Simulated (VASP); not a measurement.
A run of VASP 6.6.1 is set up as follows.

POSCAR

```
Cu
1.0
    1.2832415992      0.7408798827      2.0961379869
   -1.2832415992      0.7408798827      2.0961379869
    0.0000000000     -1.4817597654      2.0961379869
Cu
1
Direct
    0.5000000000      0.5000000000      0.5000000000
```

Contents of INCAR.step1:

```
  PREC = Accurate
  ENCUT = 520
  ISMEAR = 0
  SIGMA = 0.1
  LREAL = F
  LASPH = T
  NELM = 100
  NBANDS = 12
  GGA = PE
  ALGO = Normal
  EDIFF = 1E-4
  LWAVE = T
  LCHARG = F
```

Contents of INCAR.step2:

```
  PREC = Accurate
  ENCUT = 520
  EDIFF = 1E-6
  ISMEAR = 0
  SIGMA = 0.1
  LREAL = F
  LASPH = T
  NELM = 100
  ALGO = Normal
  ISIF = 2
  LWAVE = F
  LCHARG = T
  METAGGA = R2SCAN
  LMIXTAU = T
  LELF = T
  LVHAR = T
  NBANDS = 12
  ISTART = 1
```

KPOINTS

```
regular mesh
0
Gamma
  24 24 24
```

Potentials or basis: VASP PAW PBE potentials, release 64 (Cu).

Run with:

```console
$ cat potpaw_PBE.64/Cu/POTCAR > POTCAR
$ cp INCAR.step1 INCAR
$ mpirun -np 1 vasp_std > vasp.out
$ cp INCAR.step2 INCAR
$ mpirun -np 1 vasp_std > vasp.out
```

(1) Predict the band gap on the k mesh.

(2) Estimate the pressure.

Answers

(1) zero (an odd number of electrons rules out a gap without spin polarisation).

(2) -5.8 GPa.

Caveat: the cell stands under tension; the PAW data sets were made with another functional, which shifts forces and pressure a little.
